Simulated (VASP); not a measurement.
# FeGe (P6/mmm) in VASP: notebook

Runs on FeGe. Level: LDA. Tasks: single point.

Program: VASP 6.6.1. These are calculated values, not measurements. Logs are shortened: lines on timing, memory, paths and dates and some standing lists are left out, and cuts for length are marked.

### 1 The cell of the first run

It takes space group P6/mmm (No. 191, hexagonal). Conventional cell: a = 4.896 Å, b = 4.896 Å, c = 4.032 Å, α = 90.00°, β = 90.00°, γ = 120.00°. Within 3.3 Å of Ge (site symmetry -6m2) lie 6 Fe at 2.46 Å and 3 Ge at 2.83 Å. Within 3.2 Å of Ge (site symmetry 6/mmm) lie 6 Fe at 2.45 Å. Fe (site symmetry mmm) has 4 Fe at 2.45 Å and 6 Ge at 2.45 to 2.46 Å within 3.2 Å.

### 2 Single point, LDA, collinear spin, ferromagnetic start

INCAR

```
SYSTEM = FeGe
PREC = Accurate
ENCUT = 520
EDIFF = 1E-6
ISMEAR = -1
SIGMA = 0.05
LREAL = .False.
LASPH = .True.
NELM = 150
ALGO = Normal
ISIF = 2
LWAVE = .False.
LCHARG = .False.
ISPIN = 2
MAGMOM = 0 0 0 3 3 3
LORBIT = 11
LMAXMIX = 4
NBANDS = 46
```

KPOINTS

```
Automatic mesh
0
Gamma
  6 6 7
  0 0 0
```

POSCAR

```
FeGe
1.0
    4.8955818250      0.0000000000      0.0000000000
   -2.4477909125      4.2396982268      0.0000000000
    0.0000000000      0.0000000000      4.0317426452
Ge Fe
3 3
Direct
    0.6666666667      0.3333333333      0.5000000000
    0.3333333333      0.6666666667      0.5000000000
    0.0000000000      0.0000000000      0.0000000000
    0.0000000000      0.5000000000      0.0000000000
    0.5000000000      0.5000000000      0.0000000000
    0.5000000000      0.0000000000      0.0000000000
```

Potentials or basis: VASP PAW LDA potentials, release 64 (Ge_d, Fe).

Command:

```
> cat potpaw_LDA.64/Ge_d/POTCAR potpaw_LDA.64/Fe/POTCAR > POTCAR
> mpirun -np 1 vasp_std > vasp.out
```

OUTCAR:

```text
SYSTEM = FeGe
   PREC = Accurate
   ENCUT = 520
   EDIFF = 1E-6
   ISMEAR = -1
   LREAL = .False.
   LASPH = .True.
   NELM = 150
   ISIF = 2
   ISPIN = 2
   LORBIT = 11

 ion  position               nearest neighbor table
   1  0.667  0.333  0.500-   4 2.46   4 2.46   6 2.46   6 2.46   5 2.46   5 2.46   2 2.83   2 2.83
                             2 2.83
   2  0.333  0.667  0.500-   4 2.46   4 2.46   6 2.46   6 2.46   5 2.46   5 2.46   1 2.83   1 2.83
                             1 2.83
   3  0.000  0.000  0.000-   6 2.45   6 2.45   4 2.45   4 2.45   5 2.45   5 2.45
   4  0.000  0.500  0.000-   5 2.45   5 2.45   6 2.45   3 2.45   3 2.45   6 2.45   2 2.46   2 2.46
                             1 2.46   1 2.46
   5  0.500  0.500  0.000-   4 2.45   4 2.45   6 2.45   6 2.45   3 2.45   3 2.45   2 2.46   2 2.46
                             1 2.46   1 2.46
   6  0.500  0.000  0.000-   3 2.45   3 2.45   5 2.45   5 2.45   4 2.45   4 2.45   2 2.46   2 2.46
                             1 2.46   1 2.46

  LATTYP: Found a hexagonal cell.
 ALAT       =     4.8955818250
 C/A-ratio  =     0.8235471879

  Lattice vectors:

 A1 = (   4.8955818250,   0.0000000000,   0.0000000000)
 A2 = (  -2.4477909125,   4.2396982268,   0.0000000000)
 A3 = (   0.0000000000,   0.0000000000,   4.0317426452)

Analysis of symmetry for initial positions (statically):
=====================================================================
 Subroutine PRICEL returns:
 Original cell was already a primitive cell.

 Routine SETGRP: Setting up the symmetry group for a
 hexagonal supercell.

 Subroutine GETGRP returns: Found 24 space group operations
 (whereof 24 operations were pure point group operations)
 out of a pool of 24 trial point group operations.

The static configuration has the point symmetry D_6h.

Analysis of symmetry for dynamics (positions and initial velocities):
=====================================================================
 Subroutine PRICEL returns:
 Original cell was already a primitive cell.

 Routine SETGRP: Setting up the symmetry group for a
 hexagonal supercell.

 Subroutine GETGRP returns: Found 24 space group operations
 (whereof 24 operations were pure point group operations)
 out of a pool of 24 trial point group operations.

The dynamic configuration has the point symmetry D_6h.

Analysis of structural, dynamic, and magnetic symmetry:
=====================================================================
 Subroutine PRICEL returns:
 Original cell was already a primitive cell.

 Routine SETGRP: Setting up the symmetry group for a
 hexagonal supercell.

 Subroutine GETGRP returns: Found 24 space group operations
 (whereof 24 operations were pure point group operations)
 out of a pool of 24 trial point group operations.

The overall configuration has the point symmetry D_6h.

 Subroutine INISYM returns: Found 24 space group operations
 (whereof 24 operations are pure point group operations),
 and found     1 'primitive' translations

----------------------------------------------------------------------------------------

                                     Primitive cell

  volume of cell :      83.6820

  direct lattice vectors                    reciprocal lattice vectors
     4.895581825  0.000000000  0.000000000     0.204265813  0.117932922  0.000000000
    -2.447790912  4.239698227  0.000000000     0.000000000  0.235865844  0.000000000
     0.000000000  0.000000000  4.031742645     0.000000000  0.000000000  0.248031704

  length of vectors
     4.895581825  4.895581825  4.031742645     0.235865844  0.235865844  0.248031704

  position of ions in fractional coordinates (direct lattice)
     0.666666667  0.333333333  0.500000000
     0.333333333  0.666666667  0.500000000
     0.000000000  0.000000000  0.000000000
     1.000000000  0.500000000  0.000000000
     0.500000000  0.500000000  0.000000000
     0.500000000  0.000000000  0.000000000

  ion indices of the primitive-cell ions
   primitive index   ion index
                 1           1
                 2           2
                 3           3
                 4           4
                 5           5
                 6           6

[... 50 lines left out ...]
  0.166667  0.000000  0.428571     12.000000
  0.333333  0.000000  0.428571     12.000000
 [... further k-points ...]
   k-points           NKPTS =     28   k-points in BZ     NKDIM =     28   number of bands    NBANDS=     46
   number of dos      NEDOS =    301   number of ions     NIONS =      6
   total plane-waves  NPLWV =  38880
   dimension x,y,z NGX =    36 NGY =   36 NGZ =   30
   dimension x,y,z NGXF=    72 NGYF=   72 NGZF=   60
   ions per type =               3   3
   NGX,Y,Z   is equivalent  to a cutoff of  12.23, 12.23, 12.37 a.u.
   NGXF,Y,Z  is equivalent  to a cutoff of  24.45, 24.45, 24.74 a.u.
 SYSTEM =  FeGe
   PREC   = accura    normal or accurate (medium, high low for compatibility)
   ISTART =      0    job   : 0-new  1-cont  2-samecut
   ICHARG =      2    charge: 1-file 2-atom 10-const
   ISPIN  =      2    spin polarized calculation?
   LNONCOLLINEAR =      F non collinear calculations
   LSORBIT =      F    spin-orbit coupling
   LASPH  =      T    aspherical Exc in radial PAW
   ENCUT  =  520.0 eV  38.22 Ry    6.18 a.u.   9.10  9.10  7.50*2*pi/ulx,y,z
   NELM   =    150;   NELMIN=  2; NELMDL= -5     # of ELM steps
   EDIFF  = 0.1E-05   stopping-criterion for ELM
   LREAL  =      F    real-space projection
   EDIFFG = 0.1E-04   stopping-criterion for IOM
   NSW    =      0    number of steps for IOM
   IBRION =     -1    ionic relax: 0-MD 1-quasi-New 2-CG
   NFREE  =      0    steps in history (QN), initial steepest desc. (CG)
   ISIF   =      2    stress and relaxation
   ISYM   =      2    0-nonsym 1-usesym 2-fastsym
   POTIM  = 0.5000    time-step for ionic-motion
   TEBEG  =    0.0;   TEEND  =   0.0 temperature during run
   PSTRESS=    0.0 pullay stress
   NELECT =      66.0000    total number of electrons
   NUPDOWN=      -1.0000    fix difference up-down
   EMIN   =  10.00;   EMAX   =-10.00  energy-range for DOS
   EFERMI =   0.00;   METHOD = LEGACY
   ISMEAR =    -1;   SIGMA  =   0.05  broadening in eV -4-tet -1-fermi 0-gaus
   EFERMI_NEDOS =   21; number of points for ismear=-14 and -15
   IALGO  =     38    algorithm
   IMIX   =      4    mixing-type and parameters
     AMIX     =   0.40;   BMIX     =  1.00
     AMIX_MAG =   1.60;   BMIX_MAG =  1.00
  volume/ion in A,a.u.               =      13.95        94.12
  Fermi-wavevector in a.u.,A,eV,Ry     =   1.512558  2.858321 31.127852  2.287833
  Thomas-Fermi vector in A             =   2.622467
   LORBIT       =     11    0 simple, 1 ext, 2 COOP (PROOUT), +10 PAW based schemes
   GGA     = CA    functional components
   LHFCALC =     F    Hartree Fock is set to
   AEXX    =    0.0000 exact exchange contribution
   IVDW    =     0    specifies the selected vdW correction
   LEPSILON=     F    determine dielectric tensor
   LRPA    =     F    only Hartree local field effects (RPA)
 spin polarized calculation
  energy-cutoff  :      520.00
  volume of cell :       83.68
 maximum number of plane-waves:      2289
   NGX = 19   NGY = 19   NGZ = 15

 number of electron      65.9999955 magnetization       3.6656038

 Free energy of the ion-electron system (eV)
  ---------------------------------------------------
  ext. energy  EPLUGINS =         0.00000000
  ---------------------------------------------------
  free energy    TOTEN  =       -44.70250810 eV

  energy without entropy =      -44.65870908  energy(sigma->0) =      -44.68060859

 E-fermi :   7.0534     XC(G=0): -12.5525

 val. band max:        7.0519257530   @ k =   0.5000   0.0000   0.2857
 cond. band min:       7.0536613326   @ k =   0.3333   0.1667   0.2857
 fundamental gap:      0.0017355795
 Fermi energy:         7.0534085733

 spin component 1

 k-point     1 :       0.0000    0.0000    0.0000
  band No.  band energies     occupation
      1     -17.9308      1.00000
      2     -17.8528      1.00000
      3     -17.8528      1.00000
      4     -17.7830      1.00000
      5     -17.7830      1.00000
      6     -17.7331      1.00000
[... 1141 lines left out ...]
     44      15.2741      0.00000
     45      16.1573      0.00000

 [... further k-points ...]

 spin component 2

 k-point     1 :       0.0000    0.0000    0.0000
  band No.  band energies     occupation
      1     -17.9380      1.00000
      2     -17.8633      1.00000
      3     -17.8633      1.00000
      4     -17.7903      1.00000
      5     -17.7903      1.00000
      6     -17.7417      1.00000
[... 1141 lines left out ...]
     44      15.4764      0.00000
     45      16.3483      0.00000

 [... further k-points ...]

 [bands above 45 left out]

------------------------ aborting loop because EDIFF is reached ----------------------------------------

  FORCE on cell =-STRESS in cart. coord.  units (eV):
  Direction    XX          YY          ZZ          XY          YZ          ZX
  --------------------------------------------------------------------------------------
  -------------------------------------------------------------------------------------
  Total       -2.7361700     -2.7361700     -4.7867262      0.0000000     -0.0000000      0.0000000
  in kB      -52.3867678    -52.3867678    -91.6467578      0.0000000     -0.0000000      0.0000000
  external PRESSURE =     -65.4734312 kB  Pullay stress =       0.0000000 kB

 VOLUME and BASIS-vectors are now :
 -----------------------------------------------------------------------------
  energy-cutoff  :      520.00
  volume of cell :       83.68
      direct lattice vectors                 reciprocal lattice vectors
     4.895581825  0.000000000  0.000000000     0.204265813  0.117932922  0.000000000
    -2.447790912  4.239698227  0.000000000     0.000000000  0.235865844  0.000000000
     0.000000000  0.000000000  4.031742645     0.000000000  0.000000000  0.248031704

 POSITION                                       TOTAL-FORCE (eV/Angst)
 -----------------------------------------------------------------------------------
      2.44779      1.41323      2.01587         0.000000     -0.000000     -0.000000
     -0.00000      2.82647      2.01587        -0.000000      0.000000      0.000000
      0.00000      0.00000      0.00000        -0.000000      0.000000     -0.000000
     -1.22390      2.11985      0.00000         0.000000      0.000000     -0.000000
      1.22390      2.11985      0.00000        -0.000000      0.000000     -0.000000
      2.44779      0.00000      0.00000         0.000000      0.000000     -0.000000
 -----------------------------------------------------------------------------------
    total drift:                                0.000000      0.000000     -0.000000

  FREE ENERGIE OF THE ION-ELECTRON SYSTEM (eV)
  ---------------------------------------------------
  free  energy   TOTEN  =       -44.7025081032 eV

  energy  without entropy=      -44.6587090754  energy(sigma->0) =      -44.68060859

 total charge

# of ion       s       p       d       tot
------------------------------------------
    1        1.136   1.220  10.091  12.448
    2        1.136   1.220  10.091  12.448
    3        1.157   1.175  10.070  12.401
    4        0.453   0.594   6.482   7.529
    5        0.453   0.594   6.482   7.529
    6        0.453   0.594   6.482   7.529
--------------------------------------------------
tot          4.787   5.398  49.699  59.884

 magnetization (x)

# of ion       s       p       d       tot
------------------------------------------
    1       -0.006  -0.037   0.001  -0.042
    2       -0.006  -0.037   0.001  -0.042
    3       -0.001  -0.066   0.009  -0.058
    4        0.003   0.004   1.257   1.264
    5        0.003   0.004   1.257   1.264
    6        0.003   0.004   1.257   1.264
--------------------------------------------------
tot         -0.003  -0.128   3.781   3.650
```

Run time: 1.8 min. Hardware: 1 thread of Intel Xeon 6975P-C (Granite Rapids), shared host; peak memory 0.28 GiB.

Results:

| Quantity | Value |
| --- | --- |
| Free energy | -44.7025 eV |
| Pressure | -6.5 GPa |
| Net moment | 3.67 μB per cell |
| Site moments | Ge -0.04, -0.06; Fe +1.26 μB |
| Valence electrons inside the program's atomic spheres | Ge 12.45, 12.40; Fe 7.53 |

Stress tensor (GPa, compression positive):
```
-5.24  0.00  0.00
 0.00 -5.24  0.00
 0.00  0.00 -9.16
```

Levels at points of the mesh, in eV from the Fermi level:
Spin up:
| k point | band 30 | band 31 | band 32 | band 33 | band 34 | band 35 | band 36 | band 37 | band 38 | band 39 |
| --- | --- | --- | --- | --- | --- | --- | --- | --- | --- | --- |
| (0.00, 0.00, 0.00) | -1.15 | -1.15 | -0.94 | -0.88 | -0.88 | 0.14 | 0.53 | 1.57 | 1.57 | 2.89 |
| (0.50, 0.00, 0.00) | -1.70 | -1.49 | -1.01 | -0.90 | 0.76 | 0.78 | 1.17 | 1.66 | 2.15 | 3.28 |
Spin down:
```tsv
k point	band 29	band 30	band 31	band 32	band 33	band 34
(0.00, 0.00, 0.00)	-1.63	0.15	0.15	0.30	0.41	0.41
(0.50, 0.00, 0.00)	-0.93	-0.54	-0.43	0.19	0.38	1.51
```

(Continued in part 2 of 2.)
